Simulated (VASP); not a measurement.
# TePb (NiAs type) (P6_3/mmc) in VASP: relaxation of cell and atoms with PBE

Aim: the relaxation of cell and atoms of TePb (NiAs type) with PBE.

Program: VASP 6.6.1. These are calculated values, not measurements. Logs are shortened: lines on timing, memory, paths and dates and some standing lists are left out, and cuts for length are marked.

**1. The cell of the first run**

Symmetry: P6_3/mmc, No. 194, hexagonal system. The conventional cell has a = 4.350 Å, b = 4.350 Å, c = 6.742 Å, α = 90.00°, β = 90.00°, γ = 120.00°. Within 4.0 Å of Pb (site symmetry -3m) lie 6 Te at 3.02 Å and 2 Pb at 3.37 Å. Te (site symmetry -6m2) has 6 Pb at 3.02 Å within 4.0 Å.

**2. Relaxation of cell and atoms, PBE, target pressure 17 GPa, at which the enthalpy is minimised**

INCAR reads:

```
PREC = Accurate
ENCUT = 600
EDIFF = 1E-6
ISMEAR = -1
SIGMA = 0.05
LREAL = False
LASPH = True
NELM = 100
ALGO = Normal
ISIF = 3
LWAVE = False
LCHARG = False
GGA = PE
IBRION = 2
NSW = 60
EDIFFG = -0.005
PSTRESS = 170.0
```

KPOINTS reads:

```
Automatic mesh
0
Gamma
  9 9 5
```

POSCAR reads:

```
TePb
1.0
    4.3496184555      0.0000000000      0.0000000000
   -2.1748092278      3.7668800793      0.0000000000
    0.0000000000      0.0000000000      6.7419086061
Pb Te
2 2
Direct
    0.0000000000      0.0000000000      0.0000000000
    0.0000000000      0.0000000000      0.5000000000
    0.3333333333      0.6666666667      0.2500000000
    0.6666666667      0.3333333333      0.7500000000
```

Potentials or basis: VASP PAW PBE potentials, release 64 (Pb_d, Te).

Started as:

```sh
$ cat potpaw_PBE.64/Pb_d/POTCAR potpaw_PBE.64/Te/POTCAR > POTCAR
$ mpirun -np 1 vasp_std > vasp.out
```

OUTCAR:

```text
PREC = Accurate
   ENCUT = 600
   EDIFF = 1E-6
   ISMEAR = -1
   LREAL = False
   LASPH = True
   NELM = 100
   ISIF = 3
   GGA = PE
   IBRION = 2
   NSW = 60
   EDIFFG = -0.005
   PSTRESS = 170.0

 ion  position               nearest neighbor table
   1  0.000  0.000  0.000-   3 3.02   4 3.02   4 3.02   3 3.02   4 3.02   3 3.02   2 3.37   2 3.37

   2  0.000  0.000  0.500-   3 3.02   4 3.02   4 3.02   3 3.02   4 3.02   3 3.02   1 3.37   1 3.37

   3  0.333  0.667  0.250-   1 3.02   2 3.02   1 3.02   2 3.02   1 3.02   2 3.02
   4  0.667  0.333  0.750-   1 3.02   2 3.02   1 3.02   2 3.02   1 3.02   2 3.02

  LATTYP: Found a hexagonal cell.
 ALAT       =     4.3496184555
 C/A-ratio  =     1.5500000000

  Lattice vectors:

 A1 = (   4.3496184555,   0.0000000000,   0.0000000000)
 A2 = (  -2.1748092278,   3.7668800793,   0.0000000000)
 A3 = (   0.0000000000,   0.0000000000,   6.7419086061)

Analysis of symmetry for initial positions (statically):
=====================================================================
 Subroutine PRICEL returns:
 Original cell was already a primitive cell.

 Routine SETGRP: Setting up the symmetry group for a
 hexagonal supercell.

 Subroutine GETGRP returns: Found 24 space group operations
 (whereof 12 operations were pure point group operations)
 out of a pool of 24 trial point group operations.

The static configuration has the point symmetry D_3d.
 The point group associated with its full space group is D_6h.

Analysis of symmetry for dynamics (positions and initial velocities):
=====================================================================
 Subroutine PRICEL returns:
 Original cell was already a primitive cell.

 Routine SETGRP: Setting up the symmetry group for a
 hexagonal supercell.

 Subroutine GETGRP returns: Found 24 space group operations
 (whereof 12 operations were pure point group operations)
 out of a pool of 24 trial point group operations.

The dynamic configuration has the point symmetry D_3d.
 The point group associated with its full space group is D_6h.

 Subroutine INISYM returns: Found 24 space group operations
 (whereof 12 operations are pure point group operations),
 and found     1 'primitive' translations

----------------------------------------------------------------------------------------

[... 111 lines left out ...]
   ISMEAR =    -1;   SIGMA  =   0.05  broadening in eV -4-tet -1-fermi 0-gaus
   EFERMI_NEDOS =   21; number of points for ismear=-14 and -15
   IALGO  =     38    algorithm
   IMIX   =      4    mixing-type and parameters
     AMIX     =   0.40;   BMIX     =  1.00
     AMIX_MAG =   1.60;   BMIX_MAG =  1.00
  volume/ion in A,a.u.               =      27.62       186.36
  Fermi-wavevector in a.u.,A,eV,Ry     =   1.166871  2.205067 18.525532  1.361588
  Thomas-Fermi vector in A             =   2.303379
   LORBIT       =      0    0 simple, 1 ext, 2 COOP (PROOUT), +10 PAW based schemes
   GGA     = PE    functional components
   LHFCALC =     F    Hartree Fock is set to
   AEXX    =    0.0000 exact exchange contribution
   IVDW    =     0    specifies the selected vdW correction
   LEPSILON=     F    determine dielectric tensor
   LRPA    =     F    only Hartree local field effects (RPA)
 conjugate gradient relaxation of ions
 non-spin polarized calculation
  energy-cutoff  :      600.00
  volume of cell :      110.46
 maximum number of plane-waves:      3705
 NGX is ok and might be reduce to    36
   NGX = 17   NGY = 17   NGZ = 27

--------------------------------------- Ionic step        1  -------------------------------------------

 number of electron      40.0000002 magnetization

 Free energy of the ion-electron system (eV)
  ---------------------------------------------------
  ext. energy  EPLUGINS =         0.00000000
  ---------------------------------------------------
  free energy    TOTEN  =       -13.19642579 eV

  energy without entropy =      -13.19239213  energy(sigma->0) =      -13.19440896

------------------------ aborting loop because EDIFF is reached ----------------------------------------

  FORCE on cell =-STRESS in cart. coord.  units (eV):
  Direction    XX          YY          ZZ          XY          YZ          ZX
  --------------------------------------------------------------------------------------
  -------------------------------------------------------------------------------------
  Total       11.7412205     11.7412205     15.1890010     -0.0000000      0.0000000     -0.0000000
  in kB      170.2973970    170.2973970    220.3048073     -0.0000000      0.0000000     -0.0000000
  external PRESSURE =      16.9665338 kB  Pullay stress =     170.0000000 kB
[... 103 lines left out ...]
  energy  without entropy=      -13.7625980849  energy(sigma->0) =      -13.76462660

  enthalpy is  TOTEN    =        -1.5469180979 eV   P V=       12.2197370148

[... ionic steps 4 to 12 ...]

--------------------------------------- Ionic step       13  -------------------------------------------

 number of electron      40.0000010 magnetization

------------------------ aborting loop because EDIFF is reached ----------------------------------------
[... 75 lines left out ...]
--------------------------------------- Ionic step       15  -------------------------------------------

 number of electron      40.0000006 magnetization

 Free energy of the ion-electron system (eV)
  ---------------------------------------------------
  ext. energy  EPLUGINS =         0.00000000
  ---------------------------------------------------
  free energy    TOTEN  =       -13.30191449 eV

  energy without entropy =      -13.29793895  energy(sigma->0) =      -13.29992672

 E-fermi :   8.8494     XC(G=0): -10.3819

 val. band max:        8.8385613982   @ k =   0.4444   0.0000   0.0000
 cond. band min:       8.9655346598   @ k =   0.1111   0.0000   0.4000
 fundamental gap:      0.1269732616
 Fermi energy:         8.8493999250

 k-point     1 :       0.0000    0.0000    0.0000
  band No.  band energies     occupation
      1      -8.5356      2.00000
      2      -8.5299      2.00000
      3      -8.5299      2.00000
      4      -8.5087      2.00000
      5      -8.5087      2.00000
      6      -8.4583      2.00000
[... 637 lines left out ...]
     23      11.6380      0.00000
     24      12.7546      0.00000

 [... further k-points ...]

------------------------ aborting loop because EDIFF is reached ----------------------------------------

  FORCE on cell =-STRESS in cart. coord.  units (eV):
  Direction    XX          YY          ZZ          XY          YZ          ZX
  --------------------------------------------------------------------------------------
  -------------------------------------------------------------------------------------
  Total       11.4589203     11.4589203     11.4673247     -0.0000000      0.0000000     -0.0000000
  in kB      170.1457873    170.1457873    170.2705797     -0.0000000      0.0000000     -0.0000000
  external PRESSURE =       0.1873848 kB  Pullay stress =     170.0000000 kB
[... 23 lines left out ...]
  energy  without entropy=      -13.2979389471  energy(sigma->0) =      -13.29992672

  enthalpy is  TOTEN    =        -1.8528126682 eV   P V=       11.4491018172

 reached required accuracy - stopping structural energy minimisation
```

OSZICAR:

```text
N       E                     dE             d eps       ncg     rms          rms(c)
DAV:   1     0.409924798671E+03    0.40992E+03   -0.19886E+04  1728   0.191E+03
[... 131 lines left out ...]
DAV:   7    -0.133038500727E+02   -0.38936E-06   -0.44743E-07   992   0.704E-03
  14 F= -.18528113E+01 E0= -.18508111E+01  d E =-.305429E-02
       N       E                     dE             d eps       ncg     rms          rms(c)
DAV:   1    -0.133019552705E+02    0.18944E-02   -0.22448E-03  2008   0.420E-01    0.326E-02
DAV:   2    -0.133019267902E+02    0.28480E-04   -0.82756E-05  2248   0.129E-01    0.188E-02
DAV:   3    -0.133019139229E+02    0.12867E-04   -0.33234E-05  2592   0.834E-02    0.436E-03
DAV:   4    -0.133019144854E+02   -0.56247E-06   -0.44477E-06  1632   0.257E-02
  15 F= -.18528127E+01 E0= -.18508249E+01  d E =-.305564E-02
```

CONTCAR:

```text
TePb
   1.00000000000000
     3.9269272852394721   -0.0000000001304141   -0.0000000000000000
    -1.9634636427778189    3.4008187882620073    0.0000000000000000
    -0.0000000000000000   -0.0000000000000000    8.0797277596620294
  Pb              Te
     2     2
Direct
     1.0000000000000000    0.0000000000000000    0.0000000000000000
     1.0000000000000000    0.0000000000000000    0.5000000000000000
     0.3333333332999970    0.6666666667000030    0.2500000000000000
     0.6666666667000030    0.3333333332999970    0.7500000000000000

  0.00000000E+00  0.00000000E+00  0.00000000E+00
  0.00000000E+00  0.00000000E+00  0.00000000E+00
  0.00000000E+00  0.00000000E+00  0.00000000E+00
  0.00000000E+00  0.00000000E+00  0.00000000E+00
```

Wall time 11 min (1 thread of AMD EPYC 9R45 (Zen 5), shared host); peak memory 0.3 GiB.

Results:

| Item | Value |
| --- | --- |
| Free energy | -13.3019 eV |
| Relaxed volume | 26.98 Å³/atom |
| Relaxed cell | a = 3.927 Å, b = 3.927 Å, c = 8.080 Å, α = 90.00°, β = 90.00°, γ = 120.00° |
| Space group after relaxing (to 0.1 Å) | P6_3/mmc (No. 194) |
| Energy change on relaxing (the run minimises the enthalpy) | -26.4 meV/atom |
| Ionic steps | 15 |
| Pressure after relaxing | 17.0 GPa |
| Band gap on the k mesh | zero (bands 20 and 21 overlap by 2.08 eV) |

Step by step:
| step | energy change (eV) | largest force (eV/Å) | pressure (GPa) | volume (Å³) |
| --- | --- | --- | --- | --- |
| 1 | 0.0000 | 0.0000 | 18.70 | 110.46 |
| 2 | -0.5675 | 0.0000 | 14.35 | 115.14 |
| 3 | -0.5702 | 0.0000 | 14.34 | 115.17 |
| 4 | -0.5862 | 0.0000 | 14.48 | 114.77 |
| 5 | -0.5604 | 0.0000 | 14.90 | 113.25 |
| 6 | -0.1801 | 0.0000 | 15.47 | 108.77 |
| 7 | -0.3890 | 0.0000 | 15.09 | 110.80 |
| 8 | -0.3301 | 0.0000 | 15.19 | 110.14 |
| 9 | 0.0489 | 0.0000 | 18.89 | 106.60 |
| 10 | -0.1640 | 0.0000 | 16.85 | 108.48 |
| 11 | -0.1510 | 0.0000 | 16.89 | 108.35 |
| 12 | -0.1232 | 0.0000 | 16.97 | 108.07 |
| 13 | -0.0617 | 0.0000 | 17.14 | 107.50 |
| 14 | -0.1074 | 0.0000 | 17.01 | 107.92 |
| 15 | -0.1055 | 0.0000 | 17.02 | 107.90 |

Final structure:
```
Pb Te
1.0
     3.92693    0.00000    0.00000
    -1.96346    3.40082    0.00000
     0.00000    0.00000    8.07973
Pb Te
2 2
Direct
  0.00000 0.00000 0.00000
  0.00000 0.00000 0.50000
  0.33333 0.66667 0.25000
  0.66667 0.33333 0.75000
```

Levels at points of the mesh, in eV from the Fermi level:
| k point | band 17 | band 18 | band 19 | band 20 | band 21 | band 22 | band 23 | band 24 |
| --- | --- | --- | --- | --- | --- | --- | --- | --- |
| (0.00, 0.00, 0.00) | -1.20 | -0.53 | -0.53 | 1.67 | 1.74 | 3.05 | 3.05 | 3.23 |

Caveat: the cell is relaxed towards a set pressure, so the run minimises the enthalpy, not the energy; a cell axis changed by over 15 % at a fixed basis, so the end point is rough; spin-orbit coupling is left out, which moves the levels of the heavy elements.

The gap in the log of VASP goes by the Fermi energy; the results here count the filled bands.